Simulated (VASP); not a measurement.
Sc: single point with LDA

Crystal: Sc.

```
Sc
1.0
     0.00000    2.26000    2.26000
     2.26000    0.00000    2.26000
     2.26000    2.26000    0.00000
Sc
1
Direct
  0.00000 0.00000 0.00000
```

This isn't the form of Sc at room conditions, which is hcp.

```json
{"Program": "VASP 6.6.1", "Task": "single point", "Functional": "LDA", "Potentials or basis": "VASP PAW LDA potentials, release 64 (Sc_sv)", "Cutoff": "500 eV", "k mesh": "10 × 10 × 10", "Occupations": "methfessel-paxton, width 0.05 eV", "Spin": "no spin polarisation", "Dipole correction": "no", "Further INCAR settings": "ALGO = Normal; EDIFF = 1e-06; NBANDS = 12"}
```

```yaml
Pressure: -1.5 GPa
Band_gap_on_the_k_mesh: zero (an odd number of electrons rules out a gap without spin polarisation)
```

Levels at points of the mesh, in eV from the Fermi level:
| k point | band 1 | band 2 | band 3 | band 4 | band 5 | band 6 | band 7 | band 8 | band 9 | band 10 |
| --- | --- | --- | --- | --- | --- | --- | --- | --- | --- | --- |
| (0.00, 0.00, 0.00) | -48.65 | -27.36 | -27.36 | -27.36 | -5.23 | 1.63 | 1.63 | 1.63 | 3.13 | 3.13 |
| (0.50, 0.00, 0.00) | -48.57 | -27.87 | -27.42 | -27.42 | -1.83 | 0.48 | 1.51 | 1.51 | 4.12 | 4.12 |
| (0.50, 0.50, 0.00) | -48.54 | -27.83 | -27.54 | -27.54 | -1.65 | -0.74 | 2.25 | 4.11 | 4.38 | 4.38 |

Run time: 5.5 s on 1 thread of AMD EPYC 9R45 96-Core Processor (Zen 5) (shared host), peak memory 0.1 GiB.
